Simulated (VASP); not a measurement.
# Si3C (P6/mmm) in VASP: a series of runs

The runs below take Si3C through single point, relaxation of cell and atoms, with PBE.

Everything below comes from runs of VASP 6.6.1. Logs are shortened: lines on timing, memory, paths and dates and some standing lists are left out, and cuts for length are marked.

### Step 1. The cell of the first run

Symmetry: P6/mmm, No. 191, hexagonal system. The conventional cell has a = 4.915 Å, b = 4.915 Å, c = 2.433 Å, α = 90.00°, β = 90.00°, γ = 120.00°. Within 3.2 Å of Si (site symmetry mmm) lie 6 Si at 2.43 to 2.46 Å and 2 C at 2.46 Å. C (site symmetry 6/mmm) has 2 C at 2.43 Å and 6 Si at 2.46 Å within 3.2 Å.

### Step 2. Single point, PBE

Contents of INCAR:

```
SYSTEM = Si3C
PREC = Accurate
ENCUT = 520
EDIFF = 1E-6
ISMEAR = 0
SIGMA = 0.1
LREAL = .FALSE.
LASPH = .TRUE.
NELM = 100
ALGO = Normal
ISIF = 2
LWAVE = .FALSE.
LCHARG = .TRUE.
GGA = PE
LELF = .TRUE.
LVHAR = .TRUE.
NBANDS = 16
```

Contents of KPOINTS:

```
Automatic mesh
0
G
  12 12 18
  0 0 0
```

Contents of POSCAR:

```
Si3C
1.0
    4.9147989607      0.0000000000      0.0000000000
   -2.4573994803      4.2563407544      0.0000000000
    0.0000000000      0.0000000000      2.4331068524
Si C
3 1
Direct
    0.5000000000      0.0000000000      0.5000000000
    0.0000000000      0.5000000000      0.5000000000
    0.5000000000      0.5000000000      0.5000000000
    0.0000000000      0.0000000000      0.5000000000
```

Potentials or basis: VASP PAW PBE potentials, release 64 (Si, C).

Started as:

```
$ cat potpaw_PBE.64/Si/POTCAR potpaw_PBE.64/C/POTCAR > POTCAR
$ mpirun -np 1 vasp_std > vasp.out
```

OUTCAR:

```text
SYSTEM = Si3C
   PREC = Accurate
   ENCUT = 520
   EDIFF = 1E-6
   ISMEAR = 0
   LREAL = .FALSE.
   LASPH = .TRUE.
   NELM = 100
   ISIF = 2
   GGA = PE

 ion  position               nearest neighbor table
   1  0.500  0.000  0.500-   3 2.46   3 2.46   2 2.46   2 2.46   4 2.46   4 2.46
   2  0.000  0.500  0.500-   4 2.46   4 2.46   1 2.46   1 2.46   3 2.46   3 2.46
   3  0.500  0.500  0.500-   1 2.46   1 2.46   4 2.46   4 2.46   2 2.46   2 2.46
   4  0.000  0.000  0.500-   2 2.46   2 2.46   3 2.46   3 2.46   1 2.46   1 2.46

  LATTYP: Found a hexagonal cell.
 ALAT       =     4.9147989607
 C/A-ratio  =     0.4950572489

  Lattice vectors:

 A1 = (   4.9147989607,   0.0000000000,   0.0000000000)
 A2 = (  -2.4573994803,   4.2563407544,   0.0000000000)
 A3 = (   0.0000000000,   0.0000000000,   2.4331068524)

Analysis of symmetry for initial positions (statically):
=====================================================================
 Subroutine PRICEL returns:
 Original cell was already a primitive cell.

 Routine SETGRP: Setting up the symmetry group for a
 hexagonal supercell.

 Subroutine GETGRP returns: Found 24 space group operations
 (whereof 24 operations were pure point group operations)
 out of a pool of 24 trial point group operations.

The static configuration has the point symmetry D_6h.

Analysis of symmetry for dynamics (positions and initial velocities):
=====================================================================
 Subroutine PRICEL returns:
 Original cell was already a primitive cell.

 Routine SETGRP: Setting up the symmetry group for a
 hexagonal supercell.

 Subroutine GETGRP returns: Found 24 space group operations
 (whereof 24 operations were pure point group operations)
 out of a pool of 24 trial point group operations.

The dynamic configuration has the point symmetry D_6h.

 Subroutine INISYM returns: Found 24 space group operations
 (whereof 24 operations are pure point group operations),
 and found     1 'primitive' translations

----------------------------------------------------------------------------------------

                                     Primitive cell

  volume of cell :      50.8983

  direct lattice vectors                    reciprocal lattice vectors
     4.914798961  0.000000000  0.000000000     0.203467122  0.117471798  0.000000000
    -2.457399480  4.256340754  0.000000000     0.000000000  0.234943595  0.000000000
     0.000000000  0.000000000  2.433106852     0.000000000  0.000000000  0.410997157

  length of vectors
     4.914798961  4.914798961  2.433106852     0.234943595  0.234943595  0.410997157

  position of ions in fractional coordinates (direct lattice)
     0.500000000  0.000000000  0.500000000
     1.000000000  0.500000000  0.500000000
     0.500000000  0.500000000  0.500000000
     0.000000000  0.000000000  0.500000000

  ion indices of the primitive-cell ions
   primitive index   ion index
                 1           1
                 2           2
                 3           3
                 4           4

----------------------------------------------------------------------------------------

 KPOINTS: Automatic mesh

Automatic generation of k-mesh.
 Grid dimensions read from file:
 generate k-points for:   12   12   18

 Generating k-lattice:

  Cartesian coordinates                     Fractional coordinates (reciprocal lattice)
     0.016955594  0.009789316  0.000000000     0.083333333  0.000000000  0.000000000
     0.000000000  0.019578633  0.000000000     0.000000000  0.083333333  0.000000000
     0.000000000  0.000000000  0.022833175     0.000000000  0.000000000  0.055555556

  Length of vectors
     0.019578633  0.019578633  0.022833175

  Shift w.r.t. Gamma in fractional coordinates (k-lattice)
     0.000000000  0.000000000  0.000000000

 Subroutine IBZKPT returns following result:
 ===========================================

 Found    190 irreducible k-points:

 Following reciprocal coordinates:
            Coordinates               Weight
  0.000000  0.000000  0.000000      1.000000
  0.083333  0.000000  0.000000      6.000000
  0.166667 -0.000000  0.000000      6.000000
  0.250000  0.000000  0.000000      6.000000
  0.333333 -0.000000  0.000000      6.000000
  0.416667  0.000000  0.000000      6.000000
[... 16 lines left out ...]
  0.250000  0.000000  0.055556     12.000000
  0.333333 -0.000000  0.055556     12.000000
 [... further k-points ...]
   k-points           NKPTS =    190   k-points in BZ     NKDIM =    190   number of bands    NBANDS=     16
   number of dos      NEDOS =    301   number of ions     NIONS =      4
   total plane-waves  NPLWV =  28800
   dimension x,y,z NGX =    40 NGY =   40 NGZ =   18
   dimension x,y,z NGXF=    80 NGYF=   80 NGZF=   36
   ions per type =               3   1
   NGX,Y,Z   is equivalent  to a cutoff of  13.53, 13.53, 12.30 a.u.
   NGXF,Y,Z  is equivalent  to a cutoff of  27.06, 27.06, 24.60 a.u.
 SYSTEM =  Si3C
   PREC   = accura    normal or accurate (medium, high low for compatibility)
   ISTART =      0    job   : 0-new  1-cont  2-samecut
   ICHARG =      2    charge: 1-file 2-atom 10-const
   ISPIN  =      1    spin polarized calculation?
   LNONCOLLINEAR =      F non collinear calculations
   LSORBIT =      F    spin-orbit coupling
   LASPH  =      T    aspherical Exc in radial PAW
   ENCUT  =  520.0 eV  38.22 Ry    6.18 a.u.   9.14  9.14  4.52*2*pi/ulx,y,z
   NELM   =    100;   NELMIN=  2; NELMDL= -5     # of ELM steps
   EDIFF  = 0.1E-05   stopping-criterion for ELM
   LREAL  =      F    real-space projection
   EDIFFG = 0.1E-04   stopping-criterion for IOM
   NSW    =      0    number of steps for IOM
   IBRION =     -1    ionic relax: 0-MD 1-quasi-New 2-CG
   NFREE  =      0    steps in history (QN), initial steepest desc. (CG)
   ISIF   =      2    stress and relaxation
   ISYM   =      2    0-nonsym 1-usesym 2-fastsym
   POTIM  = 0.5000    time-step for ionic-motion
   TEBEG  =    0.0;   TEEND  =   0.0 temperature during run
   PSTRESS=    0.0 pullay stress
   NELECT =      16.0000    total number of electrons
   NUPDOWN=      -1.0000    fix difference up-down
   EMIN   =  10.00;   EMAX   =-10.00  energy-range for DOS
   EFERMI =   0.00;   METHOD = LEGACY
   ISMEAR =     0;   SIGMA  =   0.10  broadening in eV -4-tet -1-fermi 0-gaus
   EFERMI_NEDOS =   21; number of points for ismear=-14 and -15
   IALGO  =     38    algorithm
   IMIX   =      4    mixing-type and parameters
     AMIX     =   0.40;   BMIX     =  1.00
     AMIX_MAG =   1.60;   BMIX_MAG =  1.00
  volume/ion in A,a.u.               =      12.72        85.87
  Fermi-wavevector in a.u.,A,eV,Ry     =   1.113133  2.103516 16.858503  1.239065
  Thomas-Fermi vector in A             =   2.249715
   LORBIT       =      0    0 simple, 1 ext, 2 COOP (PROOUT), +10 PAW based schemes
   GGA     = PE    functional components
   LHFCALC =     F    Hartree Fock is set to
   AEXX    =    0.0000 exact exchange contribution
   IVDW    =     0    specifies the selected vdW correction
   LEPSILON=     F    determine dielectric tensor
   LRPA    =     F    only Hartree local field effects (RPA)
 non-spin polarized calculation
 Gauss-broadening in eV      SIGMA  =   0.10
  energy-cutoff  :      520.00
  volume of cell :       50.90
 maximum number of plane-waves:      1395
 NGX is ok and might be reduce to    40
   NGX = 19   NGY = 19   NGZ =  9

 number of electron      16.0000001 magnetization

 Free energy of the ion-electron system (eV)
  ---------------------------------------------------
  ext. energy  EPLUGINS =         0.00000000
  ---------------------------------------------------
  free energy    TOTEN  =       -20.63243254 eV

  energy without entropy =      -20.62670250  energy(sigma->0) =      -20.62956752

 E-fermi :   9.2202     XC(G=0): -11.2919

 val. band max:        9.2021279350   @ k =   0.4167   0.0000   0.0000
 cond. band min:       9.2293518759   @ k =   0.2500   0.2500   0.1667
 fundamental gap:      0.0272239409
 Fermi energy:         9.2201512790

 k-point     1 :       0.0000    0.0000    0.0000
  band No.  band energies     occupation
      1      -5.6251      2.00000
      2       0.3305      2.00000
      3       1.7397      2.00000
      4       2.2422      2.00000
      5       2.2422      2.00000
      6       2.6847      2.00000
[... 8 lines left out ...]
     15      18.5838      0.00000
     16      18.8779      0.00000

 k-point     2 :       0.0833    0.0000    0.0000
  band No.  band energies     occupation
      1      -5.5716      2.00000
      2       0.0945      2.00000
      3       1.0503      2.00000
      4       1.8496      2.00000
      5       2.5517      2.00000
      6       3.1769      2.00000
[... 8 lines left out ...]
     15      18.6917      0.00000
     16      19.0536      0.00000

 k-point     3 :       0.1667   -0.0000    0.0000
  band No.  band energies     occupation
      1      -5.4112      2.00000
      2      -0.5681      2.00000
      3       0.4061      2.00000
      4       1.3942      2.00000
      5       3.1286      2.00000
      6       3.9302      2.00000
[... 8 lines left out ...]
     15      19.2151      0.00000
     16      19.6370      0.00000

 k-point     4 :       0.2500    0.0000    0.0000
  band No.  band energies     occupation
      1      -5.1444      2.00000
      2      -1.4263      2.00000
      3       0.0222      2.00000
      4       1.0303      2.00000
      5       3.8828      2.00000
      6       4.7862      2.00000
[... 8 lines left out ...]
     15      19.0038      0.00000
     16      20.0367      0.00000
[... 324 lines left out ...]
 k-point    22 :       0.1667   -0.0000    0.0556
  band No.  band energies     occupation
      1      -5.3407      2.00000
      2      -0.5050      2.00000
      3       0.4738      2.00000
      4       1.4641      2.00000
      5       3.1920      2.00000
      6       3.9947      2.00000
[... 8 lines left out ...]
     15      19.2030      0.00000
     16      20.1288      0.00000

 k-point    23 :       0.2500    0.0000    0.0556
  band No.  band energies     occupation
      1      -5.0741      2.00000
      2      -1.3600      2.00000
      3       0.0883      2.00000
      4       1.1002      2.00000
      5       3.9446      2.00000
      6       4.8494      2.00000
[... 8 lines left out ...]
     15      19.0475      0.00000
     16      20.1844      0.00000

 k-point    24 :       0.3333   -0.0000    0.0556
  band No.  band energies     occupation
      1      -4.7022      2.00000
      2      -2.2019      2.00000
      3      -0.1619      2.00000
      4       0.8380      2.00000
      5       4.8183      2.00000
      6       5.7854      2.00000
[... 8 lines left out ...]
     15      18.7317      0.00000
     16      19.8162      0.00000

 [... further k-points ...]
[... 5 lines left out ...]
  --------------------------------------------------------------------------------------
  -------------------------------------------------------------------------------------
  Total       -0.0174289     -0.0174289     -0.0265824     -0.0000000      0.0000000      0.0000000
  in kB       -0.5486277     -0.5486277     -0.8367618     -0.0000000      0.0000000      0.0000000
  external PRESSURE =      -0.6446724 kB  Pullay stress =       0.0000000 kB

 VOLUME and BASIS-vectors are now :
 -----------------------------------------------------------------------------
  energy-cutoff  :      520.00
  volume of cell :       50.90
      direct lattice vectors                 reciprocal lattice vectors
     4.914798961  0.000000000  0.000000000     0.203467122  0.117471798  0.000000000
    -2.457399480  4.256340754  0.000000000     0.000000000  0.234943595  0.000000000
     0.000000000  0.000000000  2.433106852     0.000000000  0.000000000  0.410997157

 POSITION                                       TOTAL-FORCE (eV/Angst)
 -----------------------------------------------------------------------------------
      2.45740      0.00000      1.21655        -0.000000      0.000000      0.000000
     -1.22870      2.12817      1.21655         0.000000      0.000000      0.000000
      1.22870      2.12817      1.21655         0.000000      0.000000      0.000000
      0.00000      0.00000      1.21655        -0.000000      0.000000      0.000000
 -----------------------------------------------------------------------------------
    total drift:                               -0.000000      0.000000     -0.000000

  FREE ENERGIE OF THE ION-ELECTRON SYSTEM (eV)
  ---------------------------------------------------
  free  energy   TOTEN  =       -20.6324325440 eV

  energy  without entropy=      -20.6267024977  energy(sigma->0) =      -20.62956752
```

Run time: 63 s. Hardware: 1 thread of Intel Xeon Platinum 8488C (Sapphire Rapids), shared host; peak memory 0.26 GiB.

Results:

- Free energy: -20.6324 eV
- Pressure: -0.1 GPa
- Band gap on the k mesh: zero (band 8 reaches 13.28 eV, above the bottom of band 9 at 7.38 eV)

### Step 3. Relaxation of cell and atoms, PBE

This run uses another cell than the first one, of 12.79 Å³/atom, 1.005 times its volume.

Contents of INCAR:

```
SYSTEM = Si3C
PREC = Accurate
ENCUT = 600
EDIFF = 1E-7
ISMEAR = 0
SIGMA = 0.1
LREAL = .FALSE.
LASPH = .TRUE.
NELM = 100
ALGO = Normal
ISIF = 3
LWAVE = .FALSE.
LCHARG = .FALSE.
GGA = PE
IBRION = 2
NSW = 100
EDIFFG = -0.01
```

KPOINTS is that of step 2.

Contents of POSCAR:

```
Si3C
1.0
    4.9479303742      0.0000000000      0.0000000000
   -2.4739651871      4.2850334002      0.0000000000
    0.0000000000      0.0000000000      2.4130145326
Si C
3 1
Direct
    0.5000000000      0.0000000000      0.5000000000
    0.0000000000      0.5000000000      0.5000000000
    0.5000000000      0.5000000000      0.5000000000
    0.0000000000      0.0000000000      0.5000000000
```

Potentials or basis: VASP PAW PBE potentials, release 64 (Si, C).

Started as:

```
$ cat potpaw_PBE.64/Si/POTCAR potpaw_PBE.64/C/POTCAR > POTCAR
$ mpirun -np 1 vasp_std > vasp.out
```

Run time: 3.4 min. Hardware: 1 thread of Intel Xeon Platinum 8488C (Sapphire Rapids), shared host; peak memory 0.27 GiB.

Results (log left out):

| Quantity | Value |
| --- | --- |
| Free energy | -20.6330 eV |
| Relaxed volume | 12.71 Å³/atom |
| Relaxed cell | a = 4.913 Å, b = 4.913 Å, c = 2.433 Å, α = 90.00°, β = 90.00°, γ = 120.00° |
| Space group after relaxing (to 0.05 Å) | P6/mmm (No. 191) |
| Energy gained by relaxing | 1.7 meV/atom |
| Ionic steps | 6 |
| Pressure after relaxing | 0.0 GPa |
| Band gap on the k mesh | zero (band 8 reaches 13.30 eV, above the bottom of band 9 at 7.39 eV) |

Stress tensor (GPa, compression positive):
```
 0.06  0.00  0.00
 0.00  0.06  0.00
 0.00  0.00 -0.03
```

Step by step:
```csv
step,energy change (eV),largest force (eV/Å),pressure (GPa),volume (Å³)
1,0.0000,0.0000,-0.56,51.16
2,-0.0065,0.0000,0.11,50.83
3,-0.0066,0.0000,0.19,50.79
4,-0.0066,0.0000,0.20,50.78
5,-0.0066,0.0000,-0.07,50.89
6,-0.0066,0.0000,0.03,50.85
```

Final structure:
```
CELL_PARAMETERS angstrom
4.91292 0.00000 0.00000
-2.45646 4.25472 0.00000
0.00000 0.00000 2.43281
ATOMIC_POSITIONS crystal
Si 0.50000 0.00000 0.50000
Si 0.00000 0.50000 0.50000
Si 0.50000 0.50000 0.50000
C 0.00000 0.00000 0.50000
```

Levels at points of the mesh, in eV from the Fermi level:
| k point | band 5 | band 6 | band 7 | band 8 | band 9 | band 10 | band 11 | band 12 |
| --- | --- | --- | --- | --- | --- | --- | --- | --- |
| (0.00, 0.00, 0.00) | -6.98 | -6.54 | -6.54 | 4.07 | 4.07 | 4.16 | 6.72 | 7.73 |
| (0.50, 0.00, 0.00) | -2.72 | -2.03 | -1.85 | -0.61 | 1.09 | 2.20 | 4.28 | 5.64 |
| (0.00, 0.00, 0.50) | -3.38 | -3.38 | -1.87 | -1.63 | -1.63 | -0.80 | -0.80 | 1.08 |
| (0.50, 0.00, 0.50) | -5.30 | -4.27 | -2.43 | -2.13 | 0.44 | 1.62 | 3.17 | 3.32 |

(Continued in part 2 of 2.)
